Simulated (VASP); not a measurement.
A run of VASP 6.6.1:

File INCAR:

```
ALGO = Normal
EDIFF = 1E-6
ENCUT = 520
GGA = PE
ISIF = 2
ISMEAR = 0
LASPH = T
LCHARG = T
LELF = T
LREAL = F
LVHAR = T
LWAVE = F
NBANDS = 36
NELM = 80
PREC = Accurate
SIGMA = 0.1
```

KPOINTS

```
k-points
0
Gamma
  12 12 12
```

Contents of POSCAR:

```
Ge3W
1.0
    4.5144940345      0.0000000000      0.0000000000
    0.0000000000      4.5144940345      0.0000000000
    0.0000000000      0.0000000000      3.2698276067
Ge W
3 1
Direct
    0.0000000000      0.5000000000      0.5000000000
    0.5000000000      0.0000000000      0.5000000000
    0.5000000000      0.5000000000      0.0000000000
    0.0000000000      0.0000000000      0.0000000000
```

Potentials or basis: VASP PAW PBE potentials, release 64 (Ge_d, W_sv).

Launch:

```console
$ cat potpaw_PBE.64/Ge_d/POTCAR potpaw_PBE.64/W_sv/POTCAR > POTCAR
$ mpirun -np 1 vasp_std > vasp.out
```

Hardware: 1 thread of Intel(R) Xeon(R) Platinum 8375C CPU @ 2.90GHz (Ice Lake) (shared host).

Estimate the wall time of this run.

It took 3.8 min on 1 thread of Intel(R) Xeon(R) Platinum 8375C CPU @ 2.90GHz (Ice Lake), on a shared host, peak memory 0.46 GiB. Counts: scf iterations 14, k points 196.
